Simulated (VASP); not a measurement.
ZnSe, 2 atoms in the cell. Symmetry: F-43m, No. 216, cubic system. The conventional cell has a = 5.512 Å, b = 5.512 Å, c = 5.512 Å, α = 90.00°, β = 90.00°, γ = 90.00°. Within 3.2 Å of Zn (site symmetry -43m) lie 4 Se at 2.39 Å. Se (site symmetry -43m) has 4 Zn at 2.39 Å within 3.2 Å. 

```yaml
Program: VASP 6.6.1
Task: single point
Functional: PBE
Potentials_or_basis: VASP PAW PBE potentials, release 64 (Zn, Se)
Cutoff: 500 eV
k_mesh: 6 × 6 × 6
Occupations: gaussian, width 0.01 eV
Spin: no spin polarisation
Dipole_correction: no
Further_INCAR_settings: ALGO = Normal; EDIFF = 1e-06; NBANDS = 16
```

Potentials or basis: VASP PAW PBE potentials, release 64 (Zn, Se).

Run with:

```console
$ cat potpaw_PBE.64/Zn/POTCAR potpaw_PBE.64/Se/POTCAR > POTCAR
$ mpirun -np 1 vasp_std > vasp.out
```

Hardware: 1 thread of AMD EPYC 9R45 96-Core Processor (Zen 5) (shared host).

Problem. Estimate the wall time of this run.

Solution. It took 7.1 s on 1 thread of AMD EPYC 9R45 96-Core Processor (Zen 5), with other jobs on the host, peak memory 0.12 GiB. Counts: scf iterations 12, k points 16.
